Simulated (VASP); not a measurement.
A run of VASP 6.6.1 is set up as follows.

The input INCAR:

```
SYSTEM = ZnO
ALGO = Normal ; EDIFF = 1E-8
ENCUT = 520 ; IBRION = 8
ISIF = 2 ; ISMEAR = 0
LASPH = .TRUE. ; LCHARG = .TRUE.
LREAL = .FALSE. ; LWAVE = .FALSE.
NBANDS = 26 ; NELM = 100
NSW = 1 ; PREC = Accurate
SIGMA = 0.01
```

The input KPOINTS:

```
k-points
0
G
  8 8 4
  0 0 0
```

Contents of POSCAR:

```
ZnO
1.0
    3.1039907030      0.0000000000      0.0000000000
   -1.5519953515      2.6881348019      0.0000000000
    0.0000000000      0.0000000000      5.0232608455
Zn O
2 2
Direct
    0.3333333333      0.6666666667      0.5005219484
    0.6666666667      0.3333333333      0.0005219484
    0.6666666667      0.3333333333      0.3784880516
    0.3333333333      0.6666666667      0.8784880516
```

Potentials or basis: VASP PAW LDA potentials, release 64 (Zn, O).

Run with:

```sh
$ cat potpaw_LDA.64/Zn/POTCAR potpaw_LDA.64/O/POTCAR > POTCAR
$ mpirun -np 1 vasp_std > vasp.out
```

Q: Estimate the highest phonon frequency at Γ, LO-TO splitting left out.

A: 627 cm⁻¹.

Phonon frequencies in cm⁻¹ (negative: imaginary):
```tsv
q point	frequencies
(0.000, 0.000, 0.000)	0 0 0 67 67 281 470 485 485 524 524 627
```

Caveat: the cell wasn't relaxed at this level first, which shifts response properties.
